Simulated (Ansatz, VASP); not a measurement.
Given: the input of a run of Ansatz 0.2.0 on MnPt2.

input

```
crystal:
  lattice:
    - [2.8584044518, 0.0, 0.0]
    - [-1.4292022259, 2.4754508696, 0.0]
    - [0.0, 0.0, 6.532504]
  atoms:
    - { symbol: Pt, position: [0.6666666667, 0.3333333333, 0.316206] }
    - { symbol: Pt, position: [0.3333333333, 0.6666666667, 0.683794] }
    - { symbol: Mn, position: [0.0, 0.0, 0.0], spin: 4.0 }
hamiltonian:
  xc: r2scan50
  pseudopotentials: { kind: paw }
magnetization:
  spin_polarized: true
kpoints:
  mp_grid: { grid: [6, 6, 2] }
scf:
  occupations: { method: fermi_dirac, width: 0.05 }
output:
  forces: true
  stress: true
  eigenvalues: true
```

Q: Translate it to VASP 6.6.1. Potentials there: VASP PAW PBE potentials, release 64 (Pt, Mn_pv).

A: As run (the cutoff follows the program's own potentials):

POSCAR

```
MnPt2
1.0
    2.8584044518      0.0000000000      0.0000000000
   -1.4292022259      2.4754508696      0.0000000000
    0.0000000000      0.0000000000      6.5325040000
Pt Mn
2 1
Direct
    0.6666666667      0.3333333333      0.3162060000
    0.3333333333      0.6666666667      0.6837940000
    0.0000000000      0.0000000000      0.0000000000
```

Contents of INCAR.step1:

```
SYSTEM = MnPt2
PREC = Accurate
ENCUT = 440
EDIFF = 1E-5
ISMEAR = -1
SIGMA = 0.05
LREAL = .FALSE.
LASPH = .TRUE.
NELM = 200
ALGO = Normal
ISIF = 2
LWAVE = .TRUE.
LCHARG = .FALSE.
ISPIN = 2
MAGMOM = 0 0 4
LORBIT = 11
LMAXMIX = 4
NBANDS = 28
GGA = PE
GGA_COMPAT = .FALSE.
KPAR = 4
```

File INCAR.step2:

```
SYSTEM = MnPt2
PREC = Accurate
ENCUT = 440
EDIFF = 1E-6
ISMEAR = -1
SIGMA = 0.05
LREAL = .FALSE.
LASPH = .TRUE.
NELM = 200
ALGO = Normal
ISIF = 2
LWAVE = .FALSE.
LCHARG = .FALSE.
ISPIN = 2
MAGMOM = 0 0 4
LORBIT = 11
LMAXMIX = 4
METAGGA = R2SCAN
LHFCALC = .TRUE.
AEXX = 0.5
LMIXTAU = .TRUE.
PRECFOCK = Normal
NBANDS = 28
ISTART = 1
GGA_COMPAT = .FALSE.
KPAR = 4
```

The input KPOINTS:

```
regular mesh
0
G
  6 6 2
  0 0 0
```

Potentials or basis: VASP PAW PBE potentials, release 64 (Pt, Mn_pv).

Launch:

```bash
$ cat potpaw_PBE.64/Pt/POTCAR potpaw_PBE.64/Mn_pv/POTCAR > POTCAR
$ cp INCAR.step1 INCAR
$ mpirun -np 4 vasp_std > vasp.out
$ cp INCAR.step2 INCAR
$ mpirun -np 4 vasp_std > vasp.out
```

Both were run:

|  | VASP | Ansatz | Ansatz less VASP |
| --- | --- | --- | --- |
| gap on the k mesh at the Fermi level (eV) | none | none | - |
| pressure (GPa) | -3.9 | -4.4 | -0.52 |
| traceless stress, the component that is largest in VASP (GPa) | 3.86 | 3.44 | -0.423 |
| rms of the force components (eV/Å) | 0.108 | 0.112 | +0.0039 |
| net moment per atom (μB) | 1.63 | 1.63 | 0.000 |
| size of the moment on the site where the two differ most (μB) | 0.20 | 0.31 | +0.102 |

VASP's potentials were made for PBE, not for r2SCAN50. Site moments also hang on the region over which each program counts them. Atom by atom the forces differ by 0.004 eV/Å (rms over components). A gap of «none» marks a metal or a gap that the smearing closes. With one functional, cell and mesh, what is left measures potentials, basis and numerics. VASP's potentials hold 33 valence electrons a cell and Ansatz's 51, so a difference there can come from the potentials and not from the codes.

The k mesh is coarse, so the values compare programs but aren't converged. Spin-orbit coupling is off throughout. Noted on Ansatz's run: the magnetic or orbital state may not be the lowest.
